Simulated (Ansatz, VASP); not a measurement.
One calculation of Co, two programs

```xyz
2
Lattice="2.4935 0.0000 0.0000 -1.2468 2.1595 0.0000 0.0000 0.0000 4.0278" Properties=species:S:1:pos:R:3 pbc="T T T"
Co    0.0000    1.4396    1.0069
Co    1.2468    0.7198    3.0208
```

Alike in both runs: task single point; functional PBE; k mesh 14 × 14 × 8; occupations methfessel-paxton of order 1, width 0.6 eV; collinear spin.

|  | VASP | Ansatz |
| --- | --- | --- |
| version | VASP 6.6.1 | Ansatz 0.2.0 |
| potentials or method | VASP PAW PBE potentials, release 64 (Co), cutoff 520 eV | plane waves (420 eV) with PAW, scalar-relativistic |
| valence electrons in the cell | 18 | 34 |

Ansatz gave:

| Property | Result |
| --- | --- |
| pressure (GPa) | 0.7 |
| traceless stress, the component that is largest in VASP (GPa) | 0.96 |
| net moment per atom (μB) | 1.67 |
| size of the moment on the site where the two differ most (μB) | 1.75 |

Task: What did VASP give for the same quantities?

Result: Pressure (GPa): -0.1; traceless stress, the component that is largest in VASP (GPa): 0.83; net moment per atom (μB): 1.66; size of the moment on the site where the two differ most (μB): 1.68.

Site moments also hang on the region over which each program counts them. With one functional, cell and mesh, what is left measures potentials, basis and numerics. VASP's potentials hold 18 valence electrons a cell and Ansatz's 34, so a difference there can come from the potentials and not from the codes. Ansatz's warnings: stability check not made.
